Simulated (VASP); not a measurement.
Here is a VASP 6.6.1 calculation.

Contents of INCAR:

```
PREC = Accurate
ENCUT = 520
EDIFF = 1E-6
ISMEAR = -1
SIGMA = 0.05
LREAL = False
LASPH = True
NELM = 80
ALGO = Normal
ISIF = 2
LWAVE = False
LCHARG = False
GGA = PE
IVDW = 12
NBANDS = 31
```

File KPOINTS:

```
regular mesh
0
Gamma
  6 6 3
```

File POSCAR:

```
ZnCd2N2
1.0
    3.3134248420     -1.9209067674      0.0000000000
    3.3134248420      1.9209067674      0.0000000000
   -2.2162217755      0.0000000000      6.3635614810
Zn Cd N
1 2 2
Direct
    0.5000000000      0.5000000000      0.5000000000
    0.2750600000      0.2750600000      0.8274200000
    0.7249400000      0.7249400000      0.1725800000
    0.4051300000      0.4051300000      0.2156900000
    0.5948700000      0.5948700000      0.7843100000
```

Potentials or basis: VASP PAW PBE potentials, release 64 (Zn, Cd, N).

Run with:

```console
$ cat potpaw_PBE.64/Zn/POTCAR potpaw_PBE.64/Cd/POTCAR potpaw_PBE.64/N/POTCAR > POTCAR
$ mpirun -np 1 vasp_std > vasp.out
```

(1) Predict the pressure.

(2) Estimate the band gap on the k mesh.

## Answers

(1) 5.2 GPa.

(2) zero (bands 23 and 24 overlap by 0.34 eV).

Caveat: the cell stands under pressure; semilocal functionals underestimate gaps, and a narrow one can read as zero.
